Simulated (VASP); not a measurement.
Wanted: the native input for a VASP 6.6.1 run.

- Task: single point
- Functional: HSE06
- Potentials or basis: VASP PAW PBE potentials, release 64 (Bi_d, Te)
- Cutoff: 520 eV
- k mesh: 4 × 4 × 4
- Occupations: fermi-dirac, width 0.05 eV
- Spin: no spin polarisation
- Dipole correction: no
- Grid for exact exchange (PRECFOCK): Normal
- Further INCAR settings: ALGO = Normal; EDIFF = 1e-07; NBANDS = 18
- Share of exact exchange: 0.25
- Screening parameter: 0.2079 1/Å

The system is BiTe.

```
CELL_PARAMETERS angstrom
0.00000 3.16896 3.16896
3.16896 0.00000 3.16896
3.16896 3.16896 0.00000
ATOMIC_POSITIONS crystal
Bi 0.00000 0.00000 0.00000
Te 0.50000 0.50000 0.50000
```

One way to write it, as run:

POSCAR

```
BiTe
1.0
    0.0000000000      3.1689610617      3.1689610617
    3.1689610617      0.0000000000      3.1689610617
    3.1689610617      3.1689610617      0.0000000000
Bi Te
1 1
Direct
    0.0000000000      0.0000000000      0.0000000000
    0.5000000000      0.5000000000      0.5000000000
```

INCAR.step1

```
SYSTEM = BiTe
  ALGO = Normal
  EDIFF = 1E-5
  ENCUT = 520
  GGA = PE
  ISIF = 2
  ISMEAR = -1
  LASPH = .True.
  LCHARG = .False.
  LREAL = .False.
  LWAVE = .True.
  NBANDS = 18
  NELM = 60
  PREC = Accurate
  SIGMA = 0.05
```

INCAR.step2

```
SYSTEM = BiTe
  ALGO = Normal
  EDIFF = 1E-7
  ENCUT = 520
  GGA = PE
  HFSCREEN = 0.2079
  ISIF = 2
  ISMEAR = -1
  ISTART = 1
  LASPH = .True.
  LCHARG = .False.
  LHFCALC = .True.
  LREAL = .False.
  LWAVE = .False.
  NBANDS = 18
  NELM = 60
  PREC = Accurate
  PRECFOCK = Normal
  SIGMA = 0.05
```

KPOINTS

```
k-points
0
Gamma
  4 4 4
  0 0 0
```

Potentials or basis: VASP PAW PBE potentials, release 64 (Bi_d, Te).

Launch:

```bash
$ cat potpaw_PBE.64/Bi_d/POTCAR potpaw_PBE.64/Te/POTCAR > POTCAR
$ cp INCAR.step1 INCAR
$ mpirun -np 1 vasp_std > vasp.out
$ cp INCAR.step2 INCAR
$ mpirun -np 1 vasp_std > vasp.out
```

Results of the run:

The pressure is 1.9 GPa. The band gap on the k mesh is zero (an odd number of electrons rules out a gap without spin polarisation).

Caveat: the k points lie up to 0.43 Å⁻¹ apart, too coarse for converged energies and pressures of a metal; the PAW data sets were made with another functional, which shifts forces and pressure a little; spin-orbit coupling is left out, which moves the levels of the heavy elements.

Run time: 27 min on 1 thread of Intel(R) Xeon(R) Platinum 8259CL CPU @ 2.50GHz (Skylake/Cascade Lake), with other jobs on the host, peak memory 0.31 GiB.
